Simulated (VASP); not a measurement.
A run of VASP 6.6.1:

INCAR

```
PREC = Accurate
ENCUT = 520
EDIFF = 1E-6
ISMEAR = -1
SIGMA = 0.05
LREAL = F
LASPH = T
NELM = 60
ALGO = Normal
ISIF = 2
LWAVE = F
LCHARG = F
GGA = PE
IBRION = 2
NSW = 60
EDIFFG = -0.01
```

The input KPOINTS:

```
regular mesh
0
Gamma
  7 7 7
```

Contents of POSCAR:

```
Be2Si
1.0
    0.0000000000      2.6400000000      2.5344000000
    2.6400000000      0.0000000000      2.5344000000
    2.6400000000      2.6400000000      0.0000000000
Si Be
1 2
Direct
    0.0000000000      0.0000000000      0.0000000000
    0.2500000000      0.2500000000      0.2500000000
    0.7500000000      0.7500000000      0.7500000000
```

Potentials or basis: VASP PAW PBE potentials, release 64 (Si, Be).

The run is started by

```sh
$ cat potpaw_PBE.64/Si/POTCAR potpaw_PBE.64/Be/POTCAR > POTCAR
$ mpirun -np 1 vasp_std > vasp.out
```

Hardware: 1 thread of AMD EPYC 7R43 64-Core Processor (Zen 3) (shared host).

Task: Estimate the wall time of this run.

Result: Run time: 19 s on 1 thread of AMD EPYC 7R43 64-Core Processor (Zen 3), with other jobs on the host, peak memory 0.11 GiB. Counts: scf iterations 11, k points 40, ion steps 1.
